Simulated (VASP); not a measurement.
# AlGaN2 (P-4m2) in VASP: further runs

Runs on AlGaN2. Level: LDA. Tasks: vibrations by perturbation theory.

Everything below comes from runs of VASP 6.6.1. Logs are shortened: lines on timing, memory, paths and dates and some standing lists are left out, and cuts for length are marked.

### Step 1. The cell of the first run

The structure is tetragonal, space group P-4m2 (No. 115). The conventional cell has a = 3.052 Å, b = 3.052 Å, c = 4.287 Å, α = 90.00°, β = 90.00°, γ = 90.00°. Within 2.4 Å of Al (site symmetry -4m2) lie 4 N at 1.84 Å. Within 2.5 Å of Ga (site symmetry -4m2) lie 4 N at 1.89 Å. N (site symmetry 2mm) has 2 Al at 1.84 Å and 2 Ga at 1.89 Å within 2.4 Å.

### Step 2. Vibrations by perturbation theory, LDA

Input file INCAR:

```
SYSTEM = AlGaN2
PREC = Accurate
ENCUT = 520
EDIFF = 1E-8
ISMEAR = 0
SIGMA = 0.01
LREAL = .FALSE.
LASPH = .TRUE.
NELM = 60
ALGO = Normal
ISIF = 2
LWAVE = .FALSE.
LCHARG = .FALSE.
NBANDS = 21
IBRION = 8
NSW = 1
LEPSILON = .TRUE.
```

Input file KPOINTS:

```
regular mesh
0
G
  8 8 6
  0 0 0
```

Input file POSCAR:

```
AlGaN2
1.0
    3.0515742498      0.0000000000      0.0000000000
    0.0000000000      3.0515742498      0.0000000000
    0.0000000000      0.0000000000      4.2867811227
Al Ga N
1 1 2
Direct
    0.5000000000      0.5000000000      0.5000000000
    0.0000000000      0.0000000000      0.0000000000
    0.5000000000      0.0000000000      0.7397763764
    0.0000000000      0.5000000000      0.2602236236
```

Potentials or basis: VASP PAW LDA potentials, release 64 (Al, Ga_d, N).

On the command line:

```console
$ cat potpaw_LDA.64/Al/POTCAR potpaw_LDA.64/Ga_d/POTCAR potpaw_LDA.64/N/POTCAR > POTCAR
$ mpirun -np 1 vasp_std > vasp.out
```

OUTCAR:

```text
SYSTEM = AlGaN2
   PREC = Accurate
   ENCUT = 520
   EDIFF = 1E-8
   ISMEAR = 0
   LREAL = .FALSE.
   LASPH = .TRUE.
   NELM = 60
   ISIF = 2
   IBRION = 8
   NSW = 1
   LEPSILON = .TRUE.

 ion  position               nearest neighbor table
   1  0.500  0.500  0.500-   3 1.84   4 1.84   3 1.84   4 1.84   2 3.04   2 3.04   2 3.04   2 3.04
                             2 3.04   2 3.04   2 3.04   2 3.04
   2  0.000  0.000  0.000-   3 1.89   4 1.89   4 1.89   3 1.89   1 3.04   1 3.04   1 3.04   1 3.04
                             1 3.04   1 3.04   1 3.04   1 3.04
   3  0.500  0.000  0.740-   1 1.84   1 1.84   2 1.89   2 1.89
   4  0.000  0.500  0.260-   1 1.84   1 1.84   2 1.89   2 1.89

  LATTYP: Found a simple tetragonal cell.
 ALAT       =     3.0515742498
 C/A-ratio  =     1.4047769354

  Lattice vectors:

 A1 = (   3.0515742498,   0.0000000000,   0.0000000000)
 A2 = (   0.0000000000,   3.0515742498,   0.0000000000)
 A3 = (   0.0000000000,   0.0000000000,   4.2867811227)

Analysis of symmetry for initial positions (statically):
=====================================================================
 Subroutine PRICEL returns:
 Original cell was already a primitive cell.

 Routine SETGRP: Setting up the symmetry group for a
 simple tetragonal supercell.

 Subroutine GETGRP returns: Found  8 space group operations
 (whereof  8 operations were pure point group operations)
 out of a pool of 16 trial point group operations.

The static configuration has the point symmetry D_2d.

Analysis of symmetry for dynamics (positions and initial velocities):
=====================================================================
 Subroutine PRICEL returns:
 Original cell was already a primitive cell.

 Routine SETGRP: Setting up the symmetry group for a
 simple tetragonal supercell.

 Subroutine GETGRP returns: Found  8 space group operations
 (whereof  8 operations were pure point group operations)
 out of a pool of 16 trial point group operations.

The dynamic configuration has the point symmetry D_2d.

 Subroutine INISYM returns: Found  8 space group operations
 (whereof  8 operations are pure point group operations),
 and found     1 'primitive' translations

----------------------------------------------------------------------------------------

                                     Primitive cell

  volume of cell :      39.9190

  direct lattice vectors                    reciprocal lattice vectors
     3.051574250  0.000000000  0.000000000     0.327699711  0.000000000  0.000000000
     0.000000000  3.051574250  0.000000000     0.000000000  0.327699711  0.000000000
     0.000000000  0.000000000  4.286781123     0.000000000  0.000000000  0.233275264

  length of vectors
     3.051574250  3.051574250  4.286781123     0.327699711  0.327699711  0.233275264

  position of ions in fractional coordinates (direct lattice)
     0.500000000  0.500000000  0.500000000
     0.000000000  0.000000000  0.000000000
     0.500000000  0.000000000  0.739776376
     0.000000000  0.500000000  0.260223624

  ion indices of the primitive-cell ions
   primitive index   ion index
[... 777 lines left out ...]

--------------------------------------- Ionic step       11  -------------------------------------------

------------------------ aborting loop because EDIFF is reached ----------------------------------------

--------------------------------------- Ionic step       12  -------------------------------------------

 Free energy of the ion-electron system (eV)
  ---------------------------------------------------
  ---------------------------------------------------
  free energy    TOTEN  =        -0.24549753 eV

  energy without entropy =       -0.24549753

------------------------ aborting loop because EDIFF is reached ----------------------------------------

 INTERNAL STRAIN TENSOR  FOR ION    3  DIRECTION 3   (eV/Angst):
 -----------------------------------------------------------------------------
    13.19531  0.00000  0.00000
     0.00000-14.07095  0.00000
     0.00000  0.00000  2.59953

 MACROSCOPIC STATIC DIELECTRIC TENSOR (including local field effects in DFT)
 ------------------------------------------------------
           4.900089     0.000000     0.000000
           0.000000     4.900089     0.000000
           0.000000     0.000000     4.872855
 ------------------------------------------------------

 PIEZOELECTRIC TENSOR (including local field effects)  for field in x, y, z        (e  Angst)
          XX          YY          ZZ          XY          YZ          ZX
  --------------------------------------------------------------------------------
  x     0.00000     0.00000     0.00000     0.00000     0.00000     2.03370
  y    -0.00000     0.00000     0.00000     0.00000    -2.03370     0.00000
  z     1.97085    -1.97085     0.00000     0.00000     0.00000     0.00000

 PIEZOELECTRIC TENSOR (including local field effects)  for field in x, y, z        (C/m^2)
          XX          YY          ZZ          XY          YZ          ZX
  --------------------------------------------------------------------------------
  x     0.00000     0.00000     0.00000     0.00000     0.00000     0.81624
  y    -0.00000     0.00000     0.00000     0.00000    -0.81624     0.00000
  z     0.79102    -0.79102     0.00000     0.00000     0.00000     0.00000

 BORN EFFECTIVE CHARGES (including local field effects) (in |e|, cummulative output)
 ---------------------------------------------------------------------------------
 ion    1
    1     2.49564     0.00000     0.00000
    2     0.00000     2.49564     0.00000
    3     0.00000     0.00000     2.65742
 ion    2
    1     2.56303     0.00000     0.00000
    2     0.00000     2.56303     0.00000
    3     0.00000     0.00000     2.43904
 ion    3
    1    -2.65487     0.00000     0.00000
    2     0.00000    -2.40381     0.00000
    3     0.00000     0.00000    -2.54823
 ion    4
    1    -2.40381     0.00000     0.00000
    2     0.00000    -2.65487     0.00000
    3     0.00000     0.00000    -2.54823

 INTERNAL STRAIN TENSOR FOR ION    4 for displacements in x,y,z  (eV/Angst):
          X           Y           Z          XY          YZ          ZX
  --------------------------------------------------------------------------------
  x     0.00000     0.00000     0.00000     0.00000     0.00000    14.75724
  y     0.00000     0.00000     0.00000     0.00000   -12.77063     0.00000
  z    14.07095   -13.19531    -2.59953     0.00000     0.00000     0.00000

 SECOND DERIVATIVES (NOT SYMMETRIZED)
 ------------------------------------
               1X          1Y          1Z          2X          2Y          2Z          3X          3Y          3Z          4X          4Y          4Z
  1X   -20.929818    0.000000    0.000000    1.671669    0.000000    0.000000    2.029031    0.000000    0.000000   17.229118    0.000000    0.000000
  1Y     0.000000  -20.929818    0.000000    0.000000    1.671669    0.000000    0.000000   17.229118    0.000000    0.000000    2.029031    0.000000
  1Z     0.000000    0.000000  -27.038593    0.000000    0.000000    9.777711    0.000000    0.000000    8.630441    0.000000    0.000000    8.630441
  2X     1.683596    0.000000    0.000000  -17.191225    0.000000    0.000000   14.303447    0.000000    0.000000    1.204181    0.000000    0.000000
  2Y     0.000000    1.683596    0.000000    0.000000  -17.191225    0.000000    0.000000    1.204181    0.000000    0.000000   14.303447    0.000000
  2Z     0.000000    0.000000    9.781697    0.000000    0.000000  -26.460825    0.000000    0.000000    8.339564    0.000000    0.000000    8.339564
  3X     2.022449    0.000000    0.000000   14.286489    0.000000    0.000000  -19.011496    0.000000    0.000000    2.702559    0.000000    0.000000
  3Y     0.000000   17.227138    0.000000    0.000000    1.183605    0.000000    0.000000  -21.115757    0.000000    0.000000    2.705015    0.000000
  3Z     0.000000    0.000000    8.628990    0.000000    0.000000    8.330013    0.000000    0.000000  -23.492098    0.000000    0.000000    6.533095
  4X    17.227138    0.000000    0.000000    1.183605    0.000000    0.000000    2.705015    0.000000    0.000000  -21.115757    0.000000    0.000000
  4Y     0.000000    2.022449    0.000000    0.000000   14.286489    0.000000    0.000000    2.702559    0.000000    0.000000  -19.011496    0.000000
  4Z     0.000000    0.000000    8.628990    0.000000    0.000000    8.330013    0.000000    0.000000    6.533095    0.000000    0.000000  -23.492098

 Eigenvectors and eigenvalues of the dynamical matrix
 ----------------------------------------------------

   1 f  =   22.893601 THz   143.844735 2PiTHz  763.648319 cm-1    94.680282 meV
             X         Y         Z           dx          dy          dz
      1.525787  1.525787  2.143391     0.000000   -0.000000    0.000000
      0.000000  0.000000  0.000000    -0.000000    0.000000   -0.000000
      1.525787  0.000000  3.171259     0.000000    0.000000   -0.707107
      0.000000  1.525787  1.115522    -0.000000   -0.000000    0.707107
[... 71 lines left out ...]
  12 f/i=    0.009365 THz     0.058839 2PiTHz    0.312369 cm-1     0.038729 meV
             X         Y         Z           dx          dy          dz
      1.525787  1.525787  2.143391     0.096321   -0.455686    0.000000
      0.000000  0.000000  0.000000     0.154497   -0.730909    0.000000
      1.525787  0.000000  3.171259     0.069320   -0.328334    0.000000
      0.000000  1.525787  1.115522     0.069402   -0.327948    0.000000

--------------------------------------------------------------------------------------------------------

 MACROSCOPIC STATIC DIELECTRIC TENSOR IONIC CONTRIBUTION
 ------------------------------------------------------
           3.383694     0.000000     0.000000
           0.000000     3.383694     0.000000
           0.000000     0.000000     3.471241
 ------------------------------------------------------

 ELASTIC MODULI CONTR FROM IONIC RELAXATION (kBar)
 Direction    XX          YY          ZZ          XY          YZ          ZX
 --------------------------------------------------------------------------------
 XX        -886.6406    885.6157      3.0427      0.0000      0.0000      0.0000
 YY         885.6157   -886.6406      3.0427      0.0000     -0.0000     -0.0000
 ZZ           3.0427      3.0427    -18.0661      0.0000     -0.0000      0.0000
 XY           0.0000      0.0000      0.0000      0.0000      0.0000      0.0000
 YZ           0.0000     -0.0000     -0.0000      0.0000   -825.0921      0.0000
 ZX           0.0000     -0.0000      0.0000      0.0000      0.0000   -870.2964
 --------------------------------------------------------------------------------

 PIEZOELECTRIC TENSOR IONIC CONTR  for field in x, y, z        (C/m^2)
          XX          YY          ZZ          XY          YZ          ZX
  --------------------------------------------------------------------------------
  x    -0.00000     0.00000     0.00000     0.00000     0.00000    -1.59598
  y    -0.00000     0.00000     0.00000     0.00000     1.56054    -0.00000
  z    -1.64598     1.64598     0.00000     0.00000     0.00000     0.00000
```

It took 8.5 min on 1 thread of Intel Xeon 6975P-C (Granite Rapids), shared host; peak memory 0.48 GiB.

What came out:

```
Electronic dielectric tensor (diagonal)                 : 4.90, 4.90, 4.87
Born charges (mean of the diagonal)                     : Al +2.55; Ga +2.52; N -2.54 e
Highest phonon frequency at Γ, LO-TO splitting left out : 764 cm⁻¹
```

Phonon frequencies in cm⁻¹ (negative: imaginary):
```tsv
q point	frequencies
(0.000, 0.000, 0.000)	0 0 0 258 258 476 644 644 692 759 759 764
```

Electronic dielectric tensor:
```
4.90 0.00 0.00
0.00 4.90 0.00
0.00 0.00 4.87
```

Born effective charge tensors (e):
atom 1, Al
```
2.50 0.00 0.00
0.00 2.50 0.00
0.00 0.00 2.66
```
atom 2, Ga
```
2.56 0.00 0.00
0.00 2.56 0.00
0.00 0.00 2.44
```
atom 3, N
```
-2.65  0.00  0.00
 0.00 -2.40  0.00
 0.00  0.00 -2.55
```
atom 4, N
```
-2.40  0.00  0.00
 0.00 -2.65  0.00
 0.00  0.00 -2.55
```

Caveat: the cell wasn't relaxed at this level first, which shifts response properties.

(Part 1 of 3 ends here.)
